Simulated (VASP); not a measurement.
**VGe (zincblende type): single point with PBE**

VGe (zincblende type):

```
V Ge
1.0
     0.00000    2.80678    2.80678
     2.80678    0.00000    2.80678
     2.80678    2.80678    0.00000
V Ge
1 1
Direct
  0.00000 0.00000 0.00000
  0.25000 0.25000 0.25000
```

| Property | Result |
| --- | --- |
| Program | VASP 6.6.1 |
| Task | single point |
| Functional | PBE |
| Potentials or basis | VASP PAW PBE potentials, release 64 (V_sv, Ge_d) |
| Cutoff | 500 eV |
| k mesh | 13 × 13 × 13 |
| Occupations | fermi-dirac, width 0.05 eV |
| Spin | no spin polarisation |

The pressure is 0.0 GPa and the band gap on the k mesh is zero (an odd number of electrons rules out a gap without spin polarisation).

Levels at points of the mesh, in eV from the Fermi level:
```
           k point  band 10  band 11  band 12  band 13  band 14  band 15  band 16  band 17
(0.00, 0.00, 0.00)    -9.41    -1.62    -1.62    -1.62     0.25     0.25     5.39     5.99
```

It took 33 s on 1 thread of Intel(R) Xeon(R) Platinum 8559C (Emerald Rapids) (shared host), peak memory 0.22 GiB.
